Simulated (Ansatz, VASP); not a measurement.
## One calculation of ZrS2, two programs

File INCAR:

```
SYSTEM = ZrS2
ALGO = Normal
EDIFF = 1E-6
ENCUT = 500
GGA_COMPAT = .FALSE.
ISIF = 2
ISMEAR = 0
LASPH = .TRUE.
LCHARG = .FALSE.
LREAL = .FALSE.
LWAVE = .FALSE.
NBANDS = 19
NELM = 120
PREC = Accurate
SIGMA = 0.01
```

The input KPOINTS:

```
k-points
0
G
  8 8 4
  0 0 0
```

File POSCAR:

```
ZrS2
1.0
    3.6310956726      0.0000000000      0.0000000000
   -1.8155478363      3.1446210960      0.0000000000
    0.0000000000      0.0000000000      5.6324185779
Zr S
1 2
Direct
    0.0000000000      0.0000000000      0.0000000000
    0.6666666667      0.3333333333      0.7454196068
    0.3333333333      0.6666666667      0.2545803932
```

Input for Ansatz:

```yaml
crystal:
  lattice:
    - [3.63109567261, 0.0, 0.0]
    - [-1.81554783631, 3.14462109605, 0.0]
    - [0.0, 0.0, 5.63241857788]
  atoms:
    - { symbol: Zr, position: [0.0, 0.0, 0.0] }
    - { symbol: S, position: [0.666666666667, 0.333333333333, 0.745419606807] }
    - { symbol: S, position: [0.333333333333, 0.666666666667, 0.254580393193] }
kpoints:
  mp_grid: { grid: [8, 8, 4] }
scf:
  occupations: { method: fixed }
  convergence: { dr2_threshold: 1.0e-10 }
hamiltonian:
  xc: lda
  pseudopotentials: { kind: all_electron, lapw: { basis_error: 0.0005 } }
output:
  forces: true
  stress: true
  eigenstates:
    kpoints:
      - [0.0, 0.0, 0.0]
      - [0.5, -0.5, 0.5]
      - [0.0, 0.5, 0.5]
      - [0.5, 0.0, -0.5]
      - [0.0, 0.0, 0.5]
      - [-0.5, 0.0, 0.0]
      - [-0.5, 0.5, 0.0]
      - [0.0, -0.5, 0.0]
  eigenvalues: true
```

Change from the starting cell: film at in-plane strain +0.01.

Alike in both runs: task single point; functional LDA; k mesh 8 × 8 × 4; no spin polarisation.

|  | VASP | Ansatz |
| --- | --- | --- |
| version | VASP 6.6.1 | Ansatz 0.2.0 |
| potentials or method | VASP PAW LDA potentials, release 64 (Zr_sv, S), cutoff 500 eV | all-electron LAPW, scalar-relativistic |
| occupations | gaussian, width 0.01 eV | fixed |

```tsv
	VASP	Ansatz	Ansatz less VASP
gap on the k mesh at the Fermi level (eV)	0.53	0.53	+0.003
pressure (GPa)	-1.0	-1.0	-0.04
traceless stress, the component that is largest in VASP (GPa)	1.04	1.03	-0.011
rms of the force components (eV/Å)	0.009	0.001	-0.0078
```

LDA's correlation is that of Perdew and Zunger in VASP and of Perdew and Wang (1992) in Ansatz. Atom by atom the forces differ by 0.008 eV/Å (rms over components). Ansatz ran all-electron here, and VASP with PAW potentials.
